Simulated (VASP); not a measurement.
Write the native input for VASP 6.6.1 that does the following.

```yaml
Task: single point
Functional: PBE
Potentials_or_basis: VASP PAW PBE potentials, release 64 (Os, Te)
Cutoff: 520 eV
k_mesh: 10 × 10 × 10
Occupations: gaussian, width 0.05 eV
Spin: collinear spin
Starting_moments: "[0.05, 0.0] μB"
Dipole_correction: no
Further_INCAR_settings: ALGO = Normal; EDIFF = 1e-06; NBANDS = 18
```

The structure of TeOs lies in POSCAR:

```
TeOs
1.0
    0.0000000000      2.7330707412      2.7330707412
    2.7330707412      0.0000000000      2.7330707412
    2.7330707412      2.7330707412      0.0000000000
Os Te
1 1
Direct
    0.5000000000      0.5000000000      0.5000000000
    0.0000000000      0.0000000000      0.0000000000
```

The input as run:

INCAR

```
PREC = Accurate ; ENCUT = 520
EDIFF = 1E-6 ; ISMEAR = 0
SIGMA = 0.05 ; LREAL = F
LASPH = T ; NELM = 150
ALGO = Normal ; ISIF = 2
LWAVE = F ; LCHARG = F
ISPIN = 2 ; MAGMOM = 0.05 0
LORBIT = 11 ; LMAXMIX = 4
GGA = PE ; NBANDS = 18
```

KPOINTS

```
Automatic mesh
0
Gamma
  10 10 10
```

Potentials or basis: VASP PAW PBE potentials, release 64 (Os, Te).

Run with:

```bash
$ cat potpaw_PBE.64/Os/POTCAR potpaw_PBE.64/Te/POTCAR > POTCAR
$ mpirun -np 1 vasp_std > vasp.out
```

It gave:

```
Pressure                                              : 0.0 GPa
Band gap on the k mesh                                : zero (filled and empty bands overlap)
Net moment                                            : 0.00 μB per cell
Valence electrons inside the program's atomic spheres : Os 7.15; Te 3.35
```

Caveat: spin-orbit coupling is left out, which moves the levels of the heavy elements.

It took 33 s on 1 thread of Intel(R) Xeon(R) 6975P-C (Granite Rapids), on a shared host, peak memory 0.21 GiB.
